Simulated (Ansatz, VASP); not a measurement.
# Two plane-wave programs on AlN

File POSCAR:

```
AlN
1.0
    0.0000000000      2.0188684454      2.0188684454
    2.0188684454      0.0000000000      2.0188684454
    2.0188684454      2.0188684454      0.0000000000
Al N
1 1
Direct
    0.0000000000      0.0000000000      0.0000000000
    0.5000000000      0.5000000000      0.5000000000
```

Contents of INCAR.step1:

```
PREC = Accurate
ENCUT = 520
EDIFF = 1E-5
ISMEAR = 0
SIGMA = 0.01
LREAL = False
LASPH = True
NELM = 100
ALGO = Normal
ISIF = 2
LWAVE = True
LCHARG = False
NBANDS = 11
GGA = PE
```

INCAR.step2

```
PREC = Accurate
ENCUT = 520
EDIFF = 1E-6
ISMEAR = 0
SIGMA = 0.01
LREAL = False
LASPH = True
NELM = 100
ALGO = Normal
ISIF = 2
LWAVE = False
LCHARG = False
GGA = PE
LHFCALC = True
HFSCREEN = 0.2079
PRECFOCK = Normal
NBANDS = 11
ISTART = 1
```

File KPOINTS:

```
Automatic mesh
0
Gamma
  8 8 8
```

Input for Ansatz:

```yaml
crystal:
  lattice:
    - [0.0, 2.0188684454, 2.0188684454]
    - [2.0188684454, 0.0, 2.0188684454]
    - [2.0188684454, 2.0188684454, 0.0]
  atoms:
    - { symbol: Al, position: [0.0, 0.0, 0.0] }
    - { symbol: "N", position: [0.5, 0.5, 0.5] }
kpoints:
  mp_grid: { grid: [8, 8, 8] }
  band_path:
    path:
      - [0.0, 0.0, 0.0]
      - [0.5, 0.0, 0.5]
      - [0.625, 0.25, 0.625]
      - [0.375, 0.375, 0.75]
      - [0.5, 0.5, 0.5]
      - [0.5, 0.25, 0.75]
      - [0.0, 0.5, 0.5]
    npoints: 1
hamiltonian:
  xc: hse06
scf:
  occupations: { method: fixed }
  n_extra_bands: 4
output:
  forces: true
  stress: true
  eigenvalues: true
```

Alike in both runs: task single point; functional HSE06; k mesh 8 × 8 × 8; no spin polarisation.

|  | VASP | Ansatz |
| --- | --- | --- |
| version | VASP 6.6.1 | Ansatz 0.2.0 |
| potentials or method | VASP PAW PBE potentials, release 64 (Al, N) | plane waves, PAW |
| plane-wave cutoff (eV) | 520 | 420 |
| occupations | gaussian, width 0.01 eV | fixed |
| valence electrons in the cell | 8 | 8 |

Ansatz gave:

| Quantity | Value |
| --- | --- |
| gap on the k mesh at the Fermi level (eV) | 6.08 |
| pressure (GPa) | -1.5 |

Task: Estimate VASP's values.

Result: gap on the k mesh at the Fermi level (eV): 6.01; pressure (GPa): -1.5.

Ansatz's warnings: stress exchange threshold loose, stress scf threshold loose.
